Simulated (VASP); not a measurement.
# Be (P1) in VASP: a series of runs, part 2 of 2

VASP 6.6.1. Earlier steps stand in the parts before.

**3. Single point, r2SCAN**

Contents of POSCAR:

```
Be
1.0
    7.1976270000      0.0000000000      0.0000000000
   -3.5988140000      6.2333280000      0.0000000000
    0.0000000000      0.0000000000      7.5191210000
Be
36
Direct
    0.0189029276      0.0297754265      0.0348976962
    0.0343747437      0.2156312005      0.2492046610
    0.0339320208     -0.1230321908      0.6442774362
    0.0558313327      0.2394547503      0.7722312222
   -0.1050633972      0.4522303335      0.0013831404
    0.1209085319      0.6125780642      0.2175387256
    0.0683573938      0.3695136851      0.4934619352
    0.0958464921      0.5986047903      0.7378921020
    0.2234553011      0.6534230190     -0.0292321403
    0.0577300912      0.9417601641      0.3260620490
   -0.0244836591      0.6104443726      0.4896848980
    0.0337271669      0.7848295485      0.9288984710
    0.3595727627     -0.0456898787      0.0723488823
    0.5244543480      0.2526740130      0.2184430866
    0.3324208949     -0.0464759756      0.4949514711
    0.2635018404      0.1254546528      0.8500461690
    0.2534298865      0.3818185085      0.0241384598
    0.4147001799      0.5298293303      0.2921086122
    0.2346227877      0.2124386844      0.4844981215
    0.4306893749      0.5499149090      0.7895204772
    0.5238024558      0.7351129284      0.0464548981
    0.5460883120      0.9132842039      0.3363824043
    0.3355038879      0.6502786313      0.5474709078
    0.4272859450      0.9064499734      0.8042961405
    0.7075147984      0.0580267876      0.0342859225
    0.8192184209      0.3053585500      0.3072433600
    0.9022995140      0.0693048721      0.5024390484
    0.7893033553      0.2410269442      0.6777387942
    0.5886974423      0.2359734639     -0.1328745740
    0.7896931166      0.5809737591      0.2588600449
    0.6152441505      0.3602569927      0.4896449997
    0.7413923370      0.5300539295      0.7332772009
    0.6226816909      0.5198186266      0.0034445516
    0.7614554033      0.8704178570      0.2205576955
    0.6853874852      0.7184765506      0.4909350441
    0.7795532689      0.8372574009      0.8206677350
```

Contents of INCAR.step1:

```
SYSTEM = Be
PREC = Accurate ; ENCUT = 520
ISMEAR = -1 ; SIGMA = 0.3
LREAL = Auto ; LASPH = .True.
NELM = 60 ; NBANDS = 60
GGA = PE ; ALGO = Normal
EDIFF = 1E-4 ; LWAVE = .True.
LCHARG = .False.
```

Contents of INCAR.step2:

```
SYSTEM = Be
PREC = Accurate ; ENCUT = 520
EDIFF = 1E-7 ; ISMEAR = -1
SIGMA = 0.3 ; LREAL = Auto
LASPH = .True. ; NELM = 60
ALGO = Normal ; ISIF = 2
LWAVE = .False. ; LCHARG = .False.
METAGGA = R2SCAN ; LMIXTAU = .True.
NBANDS = 60 ; ISTART = 1
```

Contents of KPOINTS:

```
regular mesh
0
Gamma
  2 2 2
  0 0 0
```

Potentials or basis: VASP PAW PBE potentials, release 64 (Be).

The run is started by

```sh
> cat potpaw_PBE.64/Be/POTCAR > POTCAR
> cp INCAR.step1 INCAR
> mpirun -np 1 vasp_std > vasp.out
> cp INCAR.step2 INCAR
> mpirun -np 1 vasp_std > vasp.out
```

OUTCAR:

```text
SYSTEM = Be
   PREC = Accurate
   ENCUT = 520
   EDIFF = 1E-7
   ISMEAR = -1
   LREAL = Auto
   LASPH = .True.
   NELM = 60
   ISIF = 2
   METAGGA = R2SCAN
   ISTART = 1

 ion  position               nearest neighbor table
   1  0.019  0.030  0.035-  12 1.99   2 2.06  16 2.07  34 2.14  17 2.24  36 2.26  10 2.33  25 2.35

   2  0.034  0.216  0.249-  26 2.00   1 2.06   7 2.09  10 2.14  27 2.15  17 2.21  34 2.28  19 2.29

[... 704 lines left out ...]
  Total        1.9553500    -11.1746578    -17.9367313     -2.5646299      8.4533076      0.8600364
  in kB        9.2866418    -53.0723631    -85.1878178    -12.1803256     40.1477179      4.0846139
  external PRESSURE =     -42.9911797 kB  Pullay stress =       0.0000000 kB

 VOLUME and BASIS-vectors are now :
 -----------------------------------------------------------------------------
  energy-cutoff  :      520.00
  volume of cell :      337.35
      direct lattice vectors                 reciprocal lattice vectors
     7.197627000  0.000000000  0.000000000     0.138934679  0.080213984  0.000000000
    -3.598814000  6.233328000  0.000000000     0.000000000  0.160427945  0.000000000
     0.000000000  0.000000000  7.519121000     0.000000000  0.000000000  0.132994269

 POSITION                                       TOTAL-FORCE (eV/Angst)
 -----------------------------------------------------------------------------------
      0.02890      0.18560      0.26240        -0.469422      0.826172      0.419163
     -0.52860      1.34410      1.87380         0.761476      0.067736     -0.166146
     -2.91181      5.46643      4.84440        -0.314199      0.527115     -0.460534
     -0.45990      1.49260      5.80650         0.549099     -0.043448     -0.072402
      4.81393      2.81890      0.01040        -0.270884     -1.059936     -0.225166
     -1.33430      3.81840      1.63570         0.310635     -0.079115      1.345880
[... 28 lines left out ...]
      2.34750      4.47850      3.69140         0.584540      0.003089      0.632538
      2.59780      5.21890      6.17070        -0.814439      0.313359      0.208397
 -----------------------------------------------------------------------------------
    total drift:                               -0.000136      0.000458      0.001869

  FREE ENERGIE OF THE ION-ELECTRON SYSTEM (eV)
  ---------------------------------------------------
  free  energy   TOTEN  =      -143.8493512761 eV

  energy  without entropy=     -141.6590602014  energy(sigma->0) =     -142.75420574
```

OUTCAR.step1:

```text
SYSTEM = Be
   PREC = Accurate
   ENCUT = 520
   ISMEAR = -1
   LREAL = Auto
   LASPH = .True.
   NELM = 60
[... 732 lines left out ...]
     -1.33430      3.81840      1.63570         0.234822     -0.090540      1.260810
[... 28 lines left out ...]
      2.34750      4.47850      3.69140         0.512958      0.017257      0.585129
      2.59780      5.21890      6.17070        -0.756818      0.267738      0.189013
 -----------------------------------------------------------------------------------
    total drift:                                0.000883     -0.000111      0.001855

  FREE ENERGIE OF THE ION-ELECTRON SYSTEM (eV)
  ---------------------------------------------------
  free  energy   TOTEN  =      -124.1556657480 eV

  energy  without entropy=     -121.8148240545  energy(sigma->0) =     -122.98524490
```

OSZICAR.step1:

```text
N       E                     dE             d eps       ncg     rms          rms(c)
DAV:   1     0.841185416033E+02    0.84119E+02   -0.27190E+04   960   0.101E+03
DAV:   2    -0.117515082679E+03   -0.20163E+03   -0.18756E+03  1204   0.172E+02
DAV:   3    -0.129313683485E+03   -0.11799E+02   -0.11372E+02  1232   0.359E+01
DAV:   4    -0.129545926434E+03   -0.23224E+00   -0.23040E+00  1216   0.554E+00
DAV:   5    -0.129549858317E+03   -0.39319E-02   -0.39239E-02  1224   0.596E-01    0.815E+00
DAV:   6    -0.124724390732E+03    0.48255E+01   -0.74136E+00  1120   0.848E+00    0.384E+00
DAV:   7    -0.124236704842E+03    0.48769E+00   -0.25191E+00  1216   0.474E+00    0.170E+00
DAV:   8    -0.124168838438E+03    0.67866E-01   -0.18290E-01  1168   0.151E+00    0.773E-01
DAV:   9    -0.124156225331E+03    0.12613E-01   -0.23725E-02  1216   0.530E-01    0.193E-01
DAV:  10    -0.124155729593E+03    0.49574E-03   -0.19685E-03  1144   0.161E-01    0.655E-02
DAV:  11    -0.124155665748E+03    0.63845E-04   -0.23402E-04   792   0.487E-02
   1 F= -.12415567E+03 E0= -.12298524E+03  d E =-.234084E+01
```

Run time: 12 min. Hardware: 1 thread of Intel Xeon 6975P-C, shared host; peak memory 0.47 GiB.

What came out:

* Free energy: -143.8494 eV
* Pressure: -4.3 GPa
* Largest force: 1.636 eV/Å
* Band gap on the k mesh: zero (band 36 reaches 5.56 eV, above the bottom of band 37 at 5.22 eV)

Forces on the atoms (eV/Å):
```
Be  -0.469  0.826  0.419
Be   0.761  0.068 -0.166
Be  -0.314  0.527 -0.461
Be   0.549 -0.043 -0.072
Be  -0.271 -1.060 -0.225
Be   0.311 -0.079  1.346
Be  -0.800  1.380  0.365
Be   0.091 -0.400 -1.046
Be   0.646 -0.402 -0.315
Be   0.523 -1.541  0.156
Be  -0.102 -0.288 -0.647
Be   0.586 -0.853 -0.026
Be  -0.582  0.058 -0.174
Be  -0.746 -0.263 -0.166
Be  -0.870  0.556  0.240
Be   0.087 -0.134 -0.126
Be   0.187 -0.306  0.274
Be   0.703 -0.213  0.144
Be   1.222  0.210  0.620
Be  -0.232  0.044  0.133
Be  -1.512 -0.244 -0.366
Be  -0.686 -0.106 -0.133
Be   0.262  1.373 -0.697
Be   0.090 -0.494 -0.439
Be   0.181  1.264 -0.069
Be  -0.158  0.041  0.627
Be  -0.536 -1.353 -0.001
Be  -0.491  0.345 -0.632
Be  -0.330  0.001  1.070
Be  -0.053  0.007 -0.140
Be  -0.483 -0.154 -0.286
Be   0.736  1.044  0.104
Be   0.308 -0.020 -0.185
Be   1.624 -0.108  0.031
Be   0.585  0.003  0.633
Be  -0.814  0.313  0.208
```

Caveat: the k points lie up to 0.50 Å⁻¹ apart; the PAW data sets were made with another functional, which shifts forces and pressure a little.
